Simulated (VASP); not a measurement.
Wanted: the native input for a VASP 6.6.1 run.

```
Task                   : single point
Functional             : PBE
Potentials or basis    : VASP PAW PBE potentials, release 64 (C)
Cutoff                 : 520 eV
k mesh                 : 2 × 2 × 2
Occupations            : gaussian, width 0.05 eV
Spin                   : no spin polarisation
Dipole correction      : no
Further INCAR settings : LREAL = Auto; ALGO = Normal; EDIFF = 1e-06; NBANDS = 163
```

The structure of C (a cell with a defect) lies in POSCAR:

```
C
1.0
    7.1400000000      0.0000000000      0.0000000000
    0.0000000000      7.1400000000      0.0000000000
    0.0000000000      0.0000000000      7.1400000000
C
63
Direct
    0.4985634454     -0.0012470588     -0.0004089636
    0.6224718487      0.1249142857      0.1224742297
    0.7498434174      0.2501910364     -0.0014564426
    0.8749359944      0.3783043417      0.1219556022
    0.7446359944      0.0078644258      0.2543149860
   -0.0018154062      0.0014882353      0.0024056022
    0.1208439776      0.1262995798      0.1288067227
    0.2479525210      0.2498978992      0.0020161064
    0.3737526611      0.3754359944      0.1235526611
    0.5004362745      0.4992969188     -0.0014224090
    0.6241582633      0.6263970588      0.1233952381
    0.7497029412      0.7511086835      0.0012743697
    0.8738121849      0.8785396359      0.1283347339
    0.2478336134      0.0011446779      0.2517203081
    0.3751266106      0.1253757703      0.3753459384
    0.5005955182      0.2492336134      0.2475603641
    0.6248882353      0.3754623249      0.3596312325
    0.7505841737      0.5000414566      0.2471822129
    0.8747302521      0.6251337535      0.3749549020
    0.5006015406      0.0002005602      0.5013551821
    0.6147091036      0.1109921569      0.6374292717
    0.8593512605      0.1439336134      0.3778595238
    0.8882413165      0.3819378151      0.6342505602
    0.7493212885     -0.0005042017      0.7501049020
    0.8744584034      0.1252155462      0.8750207283
    0.0009613445      0.5013098039     -0.0012676471
    0.1249777311      0.6263511204      0.1253217087
    0.2499007003      0.7499823529      0.0002291317
    0.3734417367      0.8751351541      0.1258169468
   -0.0073445378      0.2568163866      0.2541640056
    0.1248089636      0.3767609244      0.3756805322
    0.2504243697      0.5003609244      0.2498969188
    0.3765696078      0.6236588235      0.3741246499
    0.4998452381      0.7501977591      0.2502145658
    0.6240474790      0.8761507003      0.3761450980
   -0.0056063025      0.0061684874      0.5037467787
    0.1249287115      0.1251068627      0.6257239496
    0.2502663866      0.2495745098      0.4994544818
    0.3777267507      0.3722935574      0.6232763305
    0.5071543417      0.4927826331      0.4980880952
    0.6276827731      0.6217904762      0.6228588235
    0.7505581232      0.7499764706      0.4993669468
    0.8743019608      0.8757354342      0.6254981793
    0.2494471989     -0.0009655462      0.7510341737
    0.3724424370      0.1233490196      0.8770949580
    0.5016831933      0.2476439776      0.7487896359
    0.6258568627      0.3735941176      0.8732078431
    0.7519221289      0.4962792717      0.7470012605
    0.8761449580      0.6263528011      0.8755711485
   -0.0009387955      0.7519677871      0.2512963585
    0.1224051821      0.8775530812      0.3760988796
   -0.0000058824      0.4991721289      0.5006205882
    0.1268500000      0.6256935574      0.6261242297
    0.2502936975      0.7493809524      0.5007906162
    0.3739802521      0.8724282913      0.6263400560
    0.0005373950      0.2496389356      0.7495778711
    0.1269766106      0.3752957983      0.8758823529
    0.2520557423      0.4986050420      0.7489830532
    0.3756478992      0.6239512605      0.8743330532
    0.5011959384      0.7472495798      0.7489735294
    0.6241715686      0.8723637255      0.8761956583
    0.0002480392      0.7504088235      0.7505259104
    0.1241228291      0.8754215686      0.8767460784
```

These files were run (other wordings do the same):

INCAR

```
SYSTEM = C
  ALGO = Normal
  EDIFF = 1E-6
  ENCUT = 520
  GGA = PE
  ISIF = 2
  ISMEAR = 0
  LASPH = .TRUE.
  LCHARG = .FALSE.
  LREAL = Auto
  LWAVE = .FALSE.
  NBANDS = 163
  NELM = 100
  PREC = Accurate
  SIGMA = 0.05
```

KPOINTS

```
k-points
0
G
  2 2 2
  0 0 0
```

Potentials or basis: VASP PAW PBE potentials, release 64 (C).

Run with:

```sh
$ cat potpaw_PBE.64/C/POTCAR > POTCAR
$ mpirun -np 1 vasp_std > vasp.out
```

It gave:

```json
{"Pressure": "0.6 GPa", "Largest force": "2.975 eV/Å", "Band gap on the k mesh": "zero (bands 126 and 127 overlap by 0.29 eV)"}
```

Caveat: the k points lie up to 0.44 Å⁻¹ apart.

Run time: 14 min on 1 thread of Intel(R) Xeon(R) Platinum 8375C CPU @ 2.90GHz (Ice Lake), with other jobs on the host, peak memory 0.56 GiB.
